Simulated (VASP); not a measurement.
Set up this calculation in VASP 6.6.1, as the native input.

| Item | Value |
| --- | --- |
| Task | single point |
| Functional | LDA |
| Potentials or basis | VASP PAW LDA potentials, release 64 (K_sv, Na_pv) |
| Cutoff | 520 eV |
| k mesh | 4 × 4 × 4 |
| Occupations | fermi-dirac, width 0.1 eV |
| Spin | no spin polarisation |
| Dipole correction | no |
| Further INCAR settings | ALGO = Normal; EDIFF = 1e-07; NBANDS = 25 |

The structure of K3Na lies in POSCAR:

```
K3Na
1.0
    6.3693231400      0.0000000000      0.0000000000
    0.0000000000      6.3693231400      0.0000000000
    0.0000000000      0.0000000000      6.3693231400
K Na
3 1
Direct
    0.0000000000      0.5000000000      0.5000000000
    0.5000000000      0.0000000000      0.5000000000
    0.5000000000      0.5000000000      0.0000000000
    0.0000000000      0.0000000000      0.0000000000
```

These files were run (other wordings do the same):

INCAR

```
PREC = Accurate
ENCUT = 520
EDIFF = 1E-7
ISMEAR = -1
SIGMA = 0.1
LREAL = F
LASPH = T
NELM = 60
ALGO = Normal
ISIF = 2
LWAVE = F
LCHARG = F
NBANDS = 25
```

KPOINTS

```
Automatic mesh
0
Gamma
  4 4 4
```

Potentials or basis: VASP PAW LDA potentials, release 64 (K_sv, Na_pv).

Launch:

```sh
$ cat potpaw_LDA.64/K_sv/POTCAR potpaw_LDA.64/Na_pv/POTCAR > POTCAR
$ mpirun -np 1 vasp_std > vasp.out
```

It gave:

```json
{
 "Pressure": "-0.6 GPa",
 "Band gap on the k mesh": "zero (band 17 reaches 0.37 eV, above the bottom of band 18 at -0.60 eV)"
}
```

Wall time 73 s on 1 thread of AMD EPYC 7R43 64-Core Processor (Zen 3), with other jobs on the host, peak memory 0.23 GiB.
